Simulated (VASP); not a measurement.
Here is a VASP 6.6.1 calculation.

File INCAR:

```
SYSTEM = Ca3GeN
PREC = Accurate ; ENCUT = 520
EDIFF = 1E-6 ; ISMEAR = 0
SIGMA = 0.1 ; LREAL = .FALSE.
LASPH = .TRUE. ; NELM = 100
ALGO = Normal ; ISIF = 2
LWAVE = .FALSE. ; LCHARG = .FALSE.
GGA = PS ; NBANDS = 32
```

Contents of KPOINTS:

```
regular mesh
0
G
  4 4 4
  0 0 0
```

The input POSCAR:

```
Ca3GeN
1.0
    4.7573000000      0.0000000000      0.0000000000
    0.0000000000      4.7573000000      0.0000000000
    0.0000000000      0.0000000000      4.7573000000
Ca Ge N
3 1 1
Direct
    0.0000000000      0.5000000000      0.5000000000
    0.5000000000      0.0000000000      0.5000000000
    0.5000000000      0.5000000000      0.0000000000
    0.0000000000      0.0000000000      0.0000000000
    0.5000000000      0.5000000000      0.5000000000
```

Potentials or basis: VASP PAW PBE potentials, release 64 (Ca_sv, Ge_d, N).

Launch:

```console
$ cat potpaw_PBE.64/Ca_sv/POTCAR potpaw_PBE.64/Ge_d/POTCAR potpaw_PBE.64/N/POTCAR > POTCAR
$ mpirun -np 1 vasp_std > vasp.out
```

**Question.** Estimate the pressure.

**Answer.** 0.1 GPa.

Caveat: the PAW data sets were made with another functional, which shifts forces and pressure a little.
